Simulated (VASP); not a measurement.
Here is a VASP 6.6.1 calculation.

The input INCAR:

```
SYSTEM = LiFeN
PREC     = Accurate       ! precision mode
ENCUT    = 520            ! plane-wave cutoff, eV
EDIFF    = 1E-6           ! SCF threshold, eV
ISMEAR   = -1             ! smearing method
SIGMA    = 0.05           ! smearing width, eV
LREAL    = .False.        ! projectors in reciprocal space
LASPH    = .True.         ! aspherical terms in the spheres
NELM     = 150            ! most SCF steps
ALGO     = Normal         ! electronic algorithm
ISIF     = 2              ! what is computed and relaxed
LWAVE    = .False.        ! write WAVECAR
LCHARG   = .False.        ! write CHGCAR
ISPIN    = 2              ! spin polarisation
MAGMOM   = 0 2.4 0        ! initial moments
LORBIT   = 11             ! projections on sites
LMAXMIX  = 4              ! l up to which the mixer works
LDAU     = .True.         ! DFT+U
LDAUTYPE = 2            
LDAUL    = -1 2 -1        ! shell
LDAUU    = 0 3.5 0        ! U, eV
LDAUJ    = 0 0 0        
LDAUPRINT= 1            
NBANDS   = 19             ! bands
```

Contents of KPOINTS:

```
Automatic mesh
0
Gamma
  13 13 8
  0 0 0
```

POSCAR

```
LiFeN
1.0
    3.1212706667      0.0000000000      0.0000000000
   -1.5606353333      2.7031003267      0.0000000000
    0.0000000000      0.0000000000      4.0906156528
Li Fe N
1 1 1
Direct
    0.3333333333      0.6666666667      0.0000000000
    0.6666666667      0.3333333333      0.5000000000
    0.3333333333      0.6666666667      0.5000000000
```

Potentials or basis: VASP PAW LDA potentials, release 64 (Li_sv, Fe, N).

Run with:

```console
$ cat potpaw_LDA.64/Li_sv/POTCAR potpaw_LDA.64/Fe/POTCAR potpaw_LDA.64/N/POTCAR > POTCAR
$ mpirun -np 1 vasp_std > vasp.out
```

Estimate the site moments.

Li -0.01; Fe +3.00; N +0.08 μB.

Predict the net moment.

3.11 μB per cell.

Eigenvalues of the final occupation matrices:
```csv
site,spin,trace,eigenvalues
site 2 d,1,4.65,0.88 0.93 0.93 0.96 0.96
site 2 d,2,1.77,0.12 0.12 0.38 0.38 0.77
```

Caveat: a cell with one magnetic atom can't hold antiferromagnetic order, which such compounds often take. The state reached can hang on the start; a lower one may exist.
